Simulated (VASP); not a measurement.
Wanted: the native input for a VASP 6.6.1 run.

```yaml
Task: single point
Functional: PBEsol
Potentials_or_basis: VASP PAW PBE potentials, release 64 (Au)
Cutoff: 520 eV
k_mesh: 18 × 18 × 10
Occupations: gaussian, width 0.15 eV
Spin: no spin polarisation
Dipole_correction: no
Further_INCAR_settings: ALGO = Fast; EDIFF = 1e-06; NBANDS = 18
```

The structure of Au lies in POSCAR:

```
Au
1.0
    2.8999984104      0.0000000000      0.0000000000
   -1.4499992052      2.5114722944      0.0000000000
    0.0000000000      0.0000000000      4.7336000000
Au
2
Direct
    0.3333333333      0.6666666667      0.7500000000
    0.6666666667      0.3333333333      0.2500000000
```

This isn't the form of Au at room conditions, which is fcc.

This cell differs from its parent crystal: strain +0.000 along x and y, -0.030 along z.

One way to write it, as run:

INCAR

```
SYSTEM = Au
ALGO = Fast
EDIFF = 1E-6
ENCUT = 520
GGA = PS
ISIF = 2
ISMEAR = 0
LASPH = .True.
LCHARG = .False.
LREAL = .False.
LWAVE = .False.
NBANDS = 18
NELM = 80
PREC = Accurate
SIGMA = 0.15
```

KPOINTS

```
k-points
0
Gamma
  18 18 10
  0 0 0
```

Potentials or basis: VASP PAW PBE potentials, release 64 (Au).

The run is started by

```bash
$ cat potpaw_PBE.64/Au/POTCAR > POTCAR
$ mpirun -np 1 vasp_std > vasp.out
```

It gave:

* Pressure: -2.2 GPa
* Band gap on the k mesh: zero (bands 11 and 12 overlap by 6.79 eV)

Caveat: the cell differs from its parent crystal (strain +0.000 along x and y, -0.030 along z); the PAW data sets were made with another functional, which shifts forces and pressure a little; spin-orbit coupling is left out, which moves the levels of the heavy elements.

Run time: 93 s on 1 thread of Intel Xeon 8259CL, on a shared host, peak memory 0.24 GiB.
